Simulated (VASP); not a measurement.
# Na3BiH6 (Im-3m) in VASP: a series of runs

Runs on Na3BiH6. Level: PBE. Tasks: single point, relaxation of cell and atoms.

All numbers are computed with VASP 6.6.1; they aren't measurements. Logs are shortened: lines on timing, memory, paths and dates and some standing lists are left out, and cuts for length are marked.

### 1 The cell of the first run

The structure is cubic, space group Im-3m (No. 229). The conventional cell has a = 6.651 Å, b = 6.651 Å, c = 6.651 Å, α = 90.00°, β = 90.00°, γ = 90.00°. Na (site symmetry 4/mmm) has 2 H at 1.67 Å within 2.2 Å. Within 2.2 Å of Bi (site symmetry m-3m) lie 6 H at 1.66 Å. H (site symmetry 4mm) has 1 Bi at 1.66 Å and 1 Na at 1.67 Å within 2.2 Å.

### 2 Single point, PBE

File INCAR:

```
SYSTEM = Na3BiH6
PREC = Accurate
ENCUT = 520
EDIFF = 1E-6
ISMEAR = 0
SIGMA = 0.1
LREAL = .FALSE.
LASPH = .TRUE.
NELM = 100
ALGO = Normal
ISIF = 2
LWAVE = .FALSE.
LCHARG = .TRUE.
GGA = PE
LELF = .TRUE.
LVHAR = .TRUE.
NBANDS = 32
```

File KPOINTS:

```
Automatic mesh
0
G
  4 4 4
  0 0 0
```

File POSCAR:

```
Na3BiH6
1.0
   -3.3252709400      3.3252709400      3.3252709400
    3.3252709400     -3.3252709400      3.3252709400
    3.3252709400      3.3252709400     -3.3252709400
Na Bi H
3 1 6
Direct
    0.0000000000      0.5000000000      0.5000000000
    0.5000000000      0.0000000000      0.5000000000
    0.5000000000      0.5000000000      0.0000000000
    0.0000000000      0.0000000000      0.0000000000
    0.0000000000      0.2491971400      0.2491971400
    0.0000000000      0.7508028600      0.7508028600
    0.2491971400      0.0000000000      0.2491971400
    0.7508028600      0.0000000000      0.7508028600
    0.2491971400      0.2491971400      0.0000000000
    0.7508028600      0.7508028600      0.0000000000
```

Potentials or basis: VASP PAW PBE potentials, release 64 (Na_pv, Bi_d, H).

On the command line:

```
> cat potpaw_PBE.64/Na_pv/POTCAR potpaw_PBE.64/Bi_d/POTCAR potpaw_PBE.64/H/POTCAR > POTCAR
> mpirun -np 1 vasp_std > vasp.out
```

OUTCAR:

```text
SYSTEM = Na3BiH6
   PREC = Accurate
   ENCUT = 520
   EDIFF = 1E-6
   ISMEAR = 0
   LREAL = .FALSE.
   LASPH = .TRUE.
   NELM = 100
   ISIF = 2
   GGA = PE

 ion  position               nearest neighbor table
   1  0.000  0.500  0.500-   5 1.67   6 1.67   4 3.33   4 3.33
   2  0.500  0.000  0.500-   7 1.67   8 1.67   4 3.33   4 3.33
   3  0.500  0.500  0.000-   9 1.67  10 1.67   4 3.33   4 3.33
   4  0.000  0.000  0.000-   5 1.66   6 1.66   7 1.66   8 1.66   9 1.66  10 1.66   1 3.33   2 3.33
                             3 3.33   1 3.33   2 3.33   3 3.33
   5  0.000  0.249  0.249-   4 1.66   1 1.67
   6  0.000  0.751  0.751-   4 1.66   1 1.67
   7  0.249  0.000  0.249-   4 1.66   2 1.67
   8  0.751  0.000  0.751-   4 1.66   2 1.67
   9  0.249  0.249  0.000-   4 1.66   3 1.67
  10  0.751  0.751  0.000-   4 1.66   3 1.67

  LATTYP: Found a body centered cubic cell.
 ALAT       =     6.6505418800

  Lattice vectors:

 A1 = (  -3.3252709400,   3.3252709400,   3.3252709400)
 A2 = (   3.3252709400,  -3.3252709400,   3.3252709400)
 A3 = (   3.3252709400,   3.3252709400,  -3.3252709400)

Analysis of symmetry for initial positions (statically):
=====================================================================
 Subroutine PRICEL returns:
 Original cell was already a primitive cell.

 Routine SETGRP: Setting up the symmetry group for a
 body centered cubic supercell.

 Subroutine GETGRP returns: Found 48 space group operations
 (whereof 48 operations were pure point group operations)
 out of a pool of 48 trial point group operations.

The static configuration has the point symmetry O_h .

Analysis of symmetry for dynamics (positions and initial velocities):
=====================================================================
 Subroutine PRICEL returns:
 Original cell was already a primitive cell.

 Routine SETGRP: Setting up the symmetry group for a
 body centered cubic supercell.

 Subroutine GETGRP returns: Found 48 space group operations
 (whereof 48 operations were pure point group operations)
 out of a pool of 48 trial point group operations.

The dynamic configuration has the point symmetry O_h .

 Subroutine INISYM returns: Found 48 space group operations
 (whereof 48 operations are pure point group operations),
 and found     1 'primitive' translations

----------------------------------------------------------------------------------------

                                     Primitive cell

  volume of cell :     147.0758

  direct lattice vectors                    reciprocal lattice vectors
    -3.325270940  3.325270940  3.325270940     0.000000000  0.150363687  0.150363687
     3.325270940 -3.325270940  3.325270940     0.150363687  0.000000000  0.150363687
     3.325270940  3.325270940 -3.325270940     0.150363687  0.150363687  0.000000000

  length of vectors
     5.759538217  5.759538217  5.759538217     0.212646366  0.212646366  0.212646366

  position of ions in fractional coordinates (direct lattice)
     0.000000000  0.500000000  0.500000000
     0.500000000  0.000000000  0.500000000
     0.500000000  0.500000000  0.000000000
     0.000000000  0.000000000  0.000000000
     0.000000000  0.249197140  0.249197140
     0.000000000  0.750802860  0.750802860
     0.249197140  0.000000000  0.249197140
     0.750802860  0.000000000  0.750802860
     0.249197140  0.249197140  0.000000000
     0.750802860  0.750802860  0.000000000

  ion indices of the primitive-cell ions
   primitive index   ion index
                 1           1
                 2           2
                 3           3
                 4           4
                 5           5
                 6           6
                 7           7
                 8           8
                 9           9
                10          10

----------------------------------------------------------------------------------------

 KPOINTS: Automatic mesh

Automatic generation of k-mesh.
 Grid dimensions read from file:
 generate k-points for:    4    4    4

 Generating k-lattice:

  Cartesian coordinates                     Fractional coordinates (reciprocal lattice)
     0.000000000  0.037590922  0.037590922     0.250000000  0.000000000  0.000000000
     0.037590922  0.000000000  0.037590922     0.000000000  0.250000000  0.000000000
     0.037590922  0.037590922  0.000000000     0.000000000  0.000000000  0.250000000

  Length of vectors
     0.053161591  0.053161591  0.053161591

  Shift w.r.t. Gamma in fractional coordinates (k-lattice)
     0.000000000  0.000000000  0.000000000

 Subroutine IBZKPT returns following result:
 ===========================================

 Found      8 irreducible k-points:

 Following reciprocal coordinates:
            Coordinates               Weight
  0.000000  0.000000  0.000000      1.000000
  0.250000  0.000000  0.000000     12.000000
  0.500000  0.000000  0.000000      6.000000
  0.250000  0.250000  0.000000     24.000000
[... 30 lines left out ...]
   POTIM  = 0.5000    time-step for ionic-motion
   TEBEG  =    0.0;   TEEND  =   0.0 temperature during run
   PSTRESS=    0.0 pullay stress
   NELECT =      42.0000    total number of electrons
   NUPDOWN=      -1.0000    fix difference up-down
   EMIN   =  10.00;   EMAX   =-10.00  energy-range for DOS
   EFERMI =   0.00;   METHOD = LEGACY
   ISMEAR =     0;   SIGMA  =   0.10  broadening in eV -4-tet -1-fermi 0-gaus
   EFERMI_NEDOS =   21; number of points for ismear=-14 and -15
   IALGO  =     38    algorithm
   IMIX   =      4    mixing-type and parameters
     AMIX     =   0.40;   BMIX     =  1.00
     AMIX_MAG =   1.60;   BMIX_MAG =  1.00
  volume/ion in A,a.u.               =      14.71        99.25
  Fermi-wavevector in a.u.,A,eV,Ry     =   1.078063  2.037244 15.812967  1.162220
  Thomas-Fermi vector in A             =   2.213992
   LORBIT       =      0    0 simple, 1 ext, 2 COOP (PROOUT), +10 PAW based schemes
   GGA     = PE    functional components
   LHFCALC =     F    Hartree Fock is set to
   AEXX    =    0.0000 exact exchange contribution
   IVDW    =     0    specifies the selected vdW correction
   LEPSILON=     F    determine dielectric tensor
   LRPA    =     F    only Hartree local field effects (RPA)
 non-spin polarized calculation
 Gauss-broadening in eV      SIGMA  =   0.10
  energy-cutoff  :      520.00
  volume of cell :      147.08
 maximum number of plane-waves:      4012
 NGX is ok and might be reduce to    48
   NGX = 21   NGY = 21   NGZ = 21

 number of electron      41.9999981 magnetization

 Free energy of the ion-electron system (eV)
  ---------------------------------------------------
  ext. energy  EPLUGINS =         0.00000000
  ---------------------------------------------------
  free energy    TOTEN  =       -18.09003319 eV

  energy without entropy =      -18.08464319  energy(sigma->0) =      -18.08733819

 E-fermi :   3.3107     XC(G=0):  -7.6486

 val. band max:        2.9088431978   @ k =   0.5000   0.5000   0.2500
 cond. band min:       3.3111066232   @ k =   0.2500   0.2500   0.2500
 fundamental gap:      0.4022634254
 Fermi energy:         3.3107201119

 k-point     1 :       0.0000    0.0000    0.0000
  band No.  band energies     occupation
      1     -22.1933      2.00000
      2     -22.1933      2.00000
      3     -22.1933      2.00000
      4     -22.1907      2.00000
      5     -22.1907      2.00000
      6     -22.1907      2.00000
[... 24 lines left out ...]
     31       8.9272      0.00000
     32       9.0933      0.00000

 k-point     2 :       0.2500    0.0000    0.0000
  band No.  band energies     occupation
      1     -22.2115      2.00000
      2     -22.2022      2.00000
      3     -22.1932      2.00000
      4     -22.1909      2.00000
      5     -22.1823      2.00000
      6     -22.1817      2.00000
[... 24 lines left out ...]
     31       8.7374      0.00000
     32      10.1249      0.00000
[... 173 lines left out ...]
     31       9.5141      0.00000
     32       9.5839      0.00000

 k-point     8 :       0.5000    0.5000    0.5000
  band No.  band energies     occupation
      1     -22.1987      2.00000
      2     -22.1987      2.00000
      3     -22.1987      2.00000
      4     -22.1856      2.00000
      5     -22.1856      2.00000
      6     -22.1856      2.00000
[... 24 lines left out ...]
     31       9.5815      0.00000
     32       9.5815      0.00000

------------------------ aborting loop because EDIFF is reached ----------------------------------------

  FORCE on cell =-STRESS in cart. coord.  units (eV):
  Direction    XX          YY          ZZ          XY          YZ          ZX
  --------------------------------------------------------------------------------------
  -------------------------------------------------------------------------------------
  Total       24.7721071     24.7721071     24.7721071      0.0000000     -0.0000000     -0.0000000
  in kB      269.8562180    269.8562180    269.8562180      0.0000000     -0.0000000     -0.0000000
  external PRESSURE =     269.8562180 kB  Pullay stress =       0.0000000 kB

 VOLUME and BASIS-vectors are now :
 -----------------------------------------------------------------------------
  energy-cutoff  :      520.00
  volume of cell :      147.08
      direct lattice vectors                 reciprocal lattice vectors
    -3.325270940  3.325270940  3.325270940     0.000000000  0.150363687  0.150363687
     3.325270940 -3.325270940  3.325270940     0.150363687  0.000000000  0.150363687
     3.325270940  3.325270940 -3.325270940     0.150363687  0.150363687  0.000000000

 POSITION                                       TOTAL-FORCE (eV/Angst)
 -----------------------------------------------------------------------------------
      3.32527      0.00000      0.00000        -0.000000     -0.000000     -0.000000
      0.00000      3.32527      0.00000        -0.000000     -0.000000      0.000000
      0.00000      0.00000      3.32527        -0.000000     -0.000000     -0.000000
      0.00000      0.00000      0.00000        -0.000000     -0.000000     -0.000000
      1.65730      0.00000      0.00000         2.274597     -0.000000      0.000000
      4.99325      0.00000      0.00000        -2.274597     -0.000000      0.000000
      0.00000      1.65730      0.00000        -0.000000      2.274597      0.000000
      0.00000      4.99325      0.00000        -0.000000     -2.274597      0.000000
      0.00000      0.00000      1.65730        -0.000000     -0.000000      2.274597
      0.00000      0.00000      4.99325         0.000000      0.000000     -2.274597
 -----------------------------------------------------------------------------------
    total drift:                               -0.000000     -0.000000      0.000000

  FREE ENERGIE OF THE ION-ELECTRON SYSTEM (eV)
  ---------------------------------------------------
  free  energy   TOTEN  =       -18.0900331886 eV

  energy  without entropy=      -18.0846431873  energy(sigma->0) =      -18.08733819
```

It took 63 s on 1 thread of AMD EPYC 9755, shared host; peak memory 0.28 GiB.

What came out:

- Free energy: -18.0900 eV
- Pressure: 27.0 GPa
- Largest force: 2.275 eV/Å
- Band gap on the k mesh: zero (band 21 reaches 4.30 eV, above the bottom of band 22 at 3.31 eV)

Forces in eV/Å, atoms in the order of the input:
```
Na   0.000  0.000  0.000
Na   0.000  0.000  0.000
Na   0.000  0.000  0.000
Bi   0.000  0.000  0.000
H    2.275  0.000  0.000
H   -2.275  0.000  0.000
H    0.000  2.275  0.000
H    0.000 -2.275  0.000
H    0.000  0.000  2.275
H    0.000  0.000 -2.275
```

Levels at points of the mesh, in eV from the Fermi level:
| k point | band 19 | band 20 | band 21 | band 22 | band 23 | band 24 |
| --- | --- | --- | --- | --- | --- | --- |
| (0.00, 0.00, 0.00) | -3.31 | -3.31 | -2.98 | 1.70 | 1.70 | 1.70 |
| (0.50, 0.00, 0.00) | -3.57 | -2.80 | -0.82 | 0.21 | 0.32 | 1.87 |
| (0.50, 0.50, 0.50) | -4.15 | -4.15 | 0.99 | 0.99 | 0.99 | 1.42 |

Caveat: spin-orbit coupling is left out, which moves the levels of the heavy elements; forces of over 1 eV/Å act on the atoms, so gaps and moduli don't describe the material at rest.

### 3 Single point, PBE

This run uses another cell than the first one, of 28.58 Å³/atom, 1.944 times its volume.

File INCAR:

```
PREC     = Accurate       # precision mode
ENCUT    = 520            # plane-wave cutoff, eV
EDIFF    = 1E-7           # SCF threshold, eV
ISMEAR   = 0              # smearing method
SIGMA    = 0.1            # smearing width, eV
LREAL    = False          # projectors in reciprocal space
LASPH    = True           # aspherical terms in the spheres
NELM     = 100            # most SCF steps
ALGO     = Normal         # electronic algorithm
ISIF     = 2              # what is computed and relaxed
LWAVE    = False          # write WAVECAR
LCHARG   = False          # write CHGCAR
GGA      = PE             # functional
NBANDS   = 32             # bands
```

File KPOINTS:

```
regular mesh
0
Gamma
  4 4 4
```

File POSCAR:

```
Na3BiH6
1.0
   -4.1497674714      4.1497674714      4.1497674714
    4.1497674714     -4.1497674714      4.1497674714
    4.1497674714      4.1497674714     -4.1497674714
Na Bi H
3 1 6
Direct
    0.0000000000      0.5000000000      0.5000000000
    0.5000000000      0.0000000000      0.5000000000
    0.5000000000      0.5000000000      0.0000000000
    0.0000000000      0.0000000000      0.0000000000
    0.0000000000      0.2542902377      0.2542902377
    0.0000000000      0.7457097623      0.7457097623
    0.2542902377      0.0000000000      0.2542902377
    0.7457097623      0.0000000000      0.7457097623
    0.2542902377      0.2542902377      0.0000000000
    0.7457097623      0.7457097623      0.0000000000
```

Potentials or basis: VASP PAW PBE potentials, release 64 (Na_pv, Bi_d, H).

On the command line:

```
> cat potpaw_PBE.64/Na_pv/POTCAR potpaw_PBE.64/Bi_d/POTCAR potpaw_PBE.64/H/POTCAR > POTCAR
> mpirun -np 1 vasp_std > vasp.out
```

Wall time 1.9 min (1 thread of AMD EPYC 9755, shared host); peak memory 0.39 GiB.

The run converged. Its results:

* Free energy: -25.2616 eV
* Pressure: -0.1 GPa
* Largest force: 0.003 eV/Å
* Band gap on the k mesh: 1.66 eV, indirect (least direct gap 1.80 eV)

Forces on the atoms (eV/Å):
```
Na   0.000  0.000  0.000
Na   0.000  0.000  0.000
Na   0.000  0.000  0.000
Bi   0.000  0.000  0.000
H   -0.003  0.000  0.000
H    0.003  0.000  0.000
H    0.000 -0.003  0.000
H    0.000  0.003  0.000
H    0.000  0.000 -0.003
H    0.000  0.000  0.003
```

Levels at points of the mesh, in eV from the valence-band top:
```tsv
k point	band 17	band 18	band 19	band 20	band 21	band 22	band 23	band 24	band 25	band 26
(0.00, 0.00, 0.00)	-3.51	-3.51	-1.50	-1.50	-1.39	3.44	3.44	3.44	3.72	3.99
(0.50, 0.00, 0.00)	-3.63	-3.54	-1.58	-1.19	-0.27	1.66	2.61	2.65	2.91	3.92
(0.50, 0.50, 0.50)	-3.57	-3.57	-1.84	-1.84	-0.13	2.89	2.89	2.89	3.35	3.35
```

Caveat: spin-orbit coupling is left out, which moves the levels of the heavy elements. PBE gaps usually lie below the measured ones, often by a third to a half.

### 4 Relaxation of cell and atoms, PBE

File INCAR:

```
PREC = Accurate ; ENCUT = 600
EDIFF = 1E-7 ; ISMEAR = 0
SIGMA = 0.1 ; LREAL = F
LASPH = T ; NELM = 80
ALGO = Normal ; ISIF = 3
LWAVE = F ; LCHARG = F
GGA = PE ; IBRION = 2
NSW = 90 ; EDIFFG = -0.04
```

KPOINTS is that of step 3.

File POSCAR:

```
Na3BiH6
1.0
   -3.3252709400      3.3252709400      3.3252709400
    3.3252709400     -3.3252709400      3.3252709400
    3.3252709400      3.3252709400     -3.3252709400
Na Bi H
3 1 6
Direct
    0.0000000000      0.5000000000      0.5000000000
    0.5000000000      0.0000000000      0.5000000000
    0.5000000000      0.5000000000      0.0000000000
    0.0000000000      0.0000000000      0.0000000000
    0.0000000000      0.2491971400      0.2491971400
    0.0000000000      0.7508028600      0.7508028600
    0.2491971400      0.0000000000      0.2491971400
    0.7508028600      0.0000000000      0.7508028600
    0.2491971400      0.2491971400      0.0000000000
    0.7508028600      0.7508028600      0.0000000000
```

On the command line:

```
> cat potpaw_PBE.64/Na_pv/POTCAR potpaw_PBE.64/Bi_d/POTCAR potpaw_PBE.64/H/POTCAR > POTCAR
> mpirun -np 1 vasp_std > vasp.out
```

It took 9.2 min on 1 thread of AMD EPYC 9755, shared host; peak memory 0.31 GiB.

Results (log left out):

```yaml
Free_energy: -25.1351 eV
Relaxed_volume: 27.86 Å³/atom
Relaxed_cell: a = 7.127 Å, b = 7.127 Å, c = 7.127 Å, α = 109.47°, β = 109.47°, γ = 109.47°
Space_group_after_relaxing_to_0.05_Å: Im-3m (No. 229)
Energy_gained_by_relaxing: 704.1 meV/atom
Ionic_steps: 11
Pressure_after_relaxing: 0.0 GPa
Largest_force_after_relaxing: 0.013 eV/Å
Band_gap_on_the_k_mesh: 1.65 eV, indirect (least direct gap 1.78 eV)
```

Forces on the atoms (eV/Å):
```
Na   0.000  0.000  0.000
Na   0.000  0.000  0.000
Na   0.000  0.000  0.000
Bi   0.000  0.000  0.000
H   -0.013  0.000  0.000
H    0.013  0.000  0.000
H    0.000 -0.013  0.000
H    0.000  0.013  0.000
H    0.000  0.000 -0.013
H    0.000  0.000  0.013
```

The path:
```csv
step,energy change (eV),largest force (eV/Å),pressure (GPa),volume (Å³)
1,0.0000,2.2742,27.07,147.08
2,-5.7099,0.6045,6.68,206.55
3,-6.2584,1.0307,3.45,230.56
4,-6.0567,1.5537,-0.30,284.03
5,-6.3237,1.3521,1.30,255.13
6,-6.3319,1.3240,1.51,252.20
7,-6.8189,0.7198,0.38,268.28
8,-7.0105,0.2100,-0.48,287.45
9,-7.0125,0.1692,-0.55,289.35
10,-7.0355,0.0821,-0.23,283.20
11,-7.0408,0.0131,0.02,278.64
```

Final structure:
```
CELL_PARAMETERS angstrom
-4.11461 4.11461 4.11461
4.11461 -4.11461 4.11461
4.11461 4.11461 -4.11461
ATOMIC_POSITIONS crystal
Na 0.00000 0.50000 0.50000
Na 0.50000 0.00000 0.50000
Na 0.50000 0.50000 0.00000
Bi 0.00000 0.00000 0.00000
H 0.00000 0.25504 0.25504
H 0.00000 0.74496 0.74496
H 0.25504 0.00000 0.25504
H 0.74496 0.00000 0.74496
H 0.25504 0.25504 0.00000
H 0.74496 0.74496 0.00000
```

Levels at points of the mesh, in eV from the valence-band top:
| k point | band 18 | band 19 | band 20 | band 21 | band 22 | band 23 | band 24 | band 25 |
| --- | --- | --- | --- | --- | --- | --- | --- | --- |
| (0.00, 0.00, 0.00) | -3.60 | -1.56 | -1.56 | -1.44 | 3.41 | 3.41 | 3.77 | 3.94 |
| (0.50, 0.00, 0.00) | -3.63 | -1.65 | -1.24 | -0.28 | 1.65 | 2.60 | 2.61 | 2.90 |
| (0.50, 0.50, 0.50) | -3.67 | -1.91 | -1.91 | -0.13 | 2.85 | 2.85 | 2.85 | 3.37 |

Caveat: the volume moved by over 15 % at a fixed basis, so the end points are rough; spin-orbit coupling is left out, which moves the levels of the heavy elements.

### 5 Overview

```tsv
task	cell	cutoff (eV)	gap on the mesh (eV)	pressure (GPa)	largest force (eV/Å)
single point	a = 5.760 Å, angles 109.5°, 10 atoms	520	none	27.0	2.27
single point	a = 7.188 Å, angles 109.5°, 10 atoms	520	1.66	-0.1	-
relaxation of cell and atoms	relaxed from a = 5.760 Å, angles 109.5°, 10 atoms	600	1.65	0.0	0.01
```

Alike in all rows: level PBE; potentials or basis VASP PAW PBE potentials, release 64 (Na_pv, Bi_d, H); no spin polarisation; k mesh 4 × 4 × 4; smearing gaussian 0.1 eV.

Caveats: spin-orbit coupling is left out, which moves the levels of the heavy elements; forces of over 1 eV/Å act on the atoms, so gaps and moduli don't describe the material at rest (some runs); the volume moved by over 15 % at a fixed basis, so the end points are rough (some runs).

Absolute energies hang on the potentials; compare differences alone.
